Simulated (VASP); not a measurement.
Here is a VASP 6.6.1 calculation.

The input INCAR:

```
  PREC = Accurate
  ENCUT = 820
  EDIFF = 1E-6
  ISMEAR = 0
  SIGMA = 0.1
  LREAL = F
  LASPH = T
  NELM = 120
  ALGO = Normal
  ISIF = 2
  LWAVE = F
  LCHARG = F
  NBANDS = 22
  GGA_COMPAT = F
```

File KPOINTS:

```
regular mesh
0
Gamma
  14 14 14
```

Contents of POSCAR:

```
ZnCu
1.0
    2.8694255031      0.0000000000      0.0000000000
    0.0000000000      2.8694255031      0.0000000000
    0.0000000000      0.0000000000      2.8694255031
Zn Cu
1 1
Direct
    0.5000000000      0.5000000000      0.5000000000
    0.0000000000      0.0000000000      0.0000000000
```

Potentials or basis: VASP PAW LDA potentials, release 64 (Zn, Cu_sv_GW).

The run is started by

```bash
$ cat potpaw_LDA.64/Zn/POTCAR potpaw_LDA.64/Cu_sv_GW/POTCAR > POTCAR
$ mpirun -np 1 vasp_std > vasp.out
```

Question: What does it give for the pressure?

Answer: -0.2 GPa.

Question: Predict the band gap on the k mesh.

Answer: Zero (an odd number of electrons rules out a gap without spin polarisation).
